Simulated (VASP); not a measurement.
Write the native input for VASP 6.6.1 that does the following.

* Task: relaxation of cell and atoms
* Functional: PBE
* Dispersion: D3(BJ)
* Potentials or basis: VASP PAW PBE potentials, release 64 (F_h)
* Cutoff: 910 eV
* k mesh: 8 × 8 × 4
* Occupations: gaussian, width 0.02 eV
* Spin: no spin polarisation
* Dipole correction: no
* Further INCAR settings: ALGO = Normal; EDIFF = 1e-07; IBRION = 2; EDIFFG = -0.005; NSW = 100; ISIF = 3

The structure of F lies in POSCAR:

```
F
1.0
    2.8623360149     -1.7063933171      0.1364467012
    2.8623360149      1.7063933171      0.1364467012
   -1.2443186869      0.0000000000      6.8403871128
F
4
Direct
    0.9259031001      0.5859905672      0.0945888670
    0.4140094328      0.0740968999      0.4054111330
    0.0740968999      0.4140094328      0.9054111330
    0.5859905672      0.9259031001      0.5945888670
```

The input as run:

INCAR

```
PREC = Accurate
ENCUT = 910
EDIFF = 1E-7
ISMEAR = 0
SIGMA = 0.02
LREAL = F
LASPH = T
NELM = 120
ALGO = Normal
ISIF = 3
LWAVE = F
LCHARG = F
GGA = PE
IVDW = 12
IBRION = 2
NSW = 100
EDIFFG = -0.005
GGA_COMPAT = F
NELMIN = 4
```

KPOINTS

```
regular mesh
0
Gamma
  8 8 4
```

Potentials or basis: VASP PAW PBE potentials, release 64 (F_h).

Run with:

```console
$ cat potpaw_PBE.64/F_h/POTCAR > POTCAR
$ mpirun -np 1 vasp_std > vasp.out
```

It gave:

- Relaxed volume: 15.82 Å³/atom
- Relaxed cell: a = 3.242 Å, b = 3.242 Å, c = 6.834 Å, α = 96.10°, β = 96.10°, γ = 62.59°
- Space group after relaxing (to 0.1 Å): C2/c (No. 15)
- Energy gained by relaxing: 2.4 meV/atom
- Ionic steps: 24
- Pressure after relaxing: 0.0 GPa
- Band gap on the k mesh: 2.88 eV
- Dispersion energy per atom: -0.030 eV

Wall time 20 min on 1 thread of AMD EPYC 9R45 96-Core Processor (Zen 5) (shared host), peak memory 0.36 GiB.
